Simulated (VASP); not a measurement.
Input of a VASP 6.6.1 run:

The input INCAR:

```
PREC = Accurate
ENCUT = 520
EDIFF = 1E-6
ISMEAR = -1
SIGMA = 0.05
LREAL = F
LASPH = T
NELM = 150
ALGO = Normal
ISIF = 2
LWAVE = F
LCHARG = F
LMAXMIX = 4
LDAU = T
LDAUTYPE = 2
LDAUL = 2 -1
LDAUU = 3 0
LDAUJ = 0 0
LDAUPRINT = 1
GGA = PS
NBANDS = 16
```

Contents of KPOINTS:

```
Automatic mesh
0
Gamma
  14 14 14
```

File POSCAR:

```
PdF
1.0
    2.5415656476      0.0000000000      0.0000000000
    0.0000000000      2.5415656476      0.0000000000
    0.0000000000      0.0000000000      2.5415656476
Pd F
1 1
Direct
    0.0000000000      0.0000000000      0.0000000000
    0.5000000000      0.5000000000      0.5000000000
```

Potentials or basis: VASP PAW PBE potentials, release 64 (Pd, F).

Command:

```sh
$ cat potpaw_PBE.64/Pd/POTCAR potpaw_PBE.64/F/POTCAR > POTCAR
$ mpirun -np 1 vasp_std > vasp.out
```

Question: Predict the pressure.

Answer: 109.4 GPa.

Eigenvalues of the final occupation matrices:
```tsv
site	spin	trace	eigenvalues
site 1 d	1	4.63	0.85 0.85 0.98 0.98 0.98
site 1 d	2	4.63	0.85 0.85 0.98 0.98 0.98
```

Caveat: the PAW data sets were made with another functional, which shifts forces and pressure a little; an odd number of electrons without spin polarisation forces a metal; a magnetic or distorted state may lie lower; U without spin polarisation on a metal has little footing.
